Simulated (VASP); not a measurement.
The system is TaVN2.

```
Ta V N
1.0
     3.04987    0.00000    0.00000
     0.00000    3.04987    0.00000
     0.00000    0.00000    4.29606
Ta V N
1 1 2
Cartesian
  0.0000 0.0000 0.0000
  1.5249 1.5249 2.1480
  1.5249 1.5249 0.0000
  0.0000 0.0000 2.1480
```

Base run:

```yaml
Program: VASP 6.6.1
Functional: PBEsol
Potentials_or_basis: VASP PAW PBE potentials, release 64 (Ta_pv, V_sv, N)
Cutoff: 520 eV
k_mesh: 7 × 7 × 5
Occupations: fermi-dirac, width 0.05 eV
Spin: collinear spin, ferromagnetic start
Starting_moments: "[0.0, 3.0, 0.0, 0.0] μB"
Fixed_moment: 3 μB
```

Its results: pressure 0.4 GPa; site moments Ta +0.37; V +2.11; N +0.06 μB.

Problem. The run is repeated on the same cell with these changes: fixed moment from 3 μB to 4 μB; moments at the start from [0.0, 3.0, 0.0, 0.0] to [0.0, 4.0, 0.0, 0.0]. What comes out?

Solution. Pressure 10.0 GPa; site moments Ta +0.78; V +2.34; N +0.12 μB.

Caveats: the PAW data sets were made with another functional, which shifts forces and pressure a little; the total moment is fixed, so each spin has its own Fermi level.
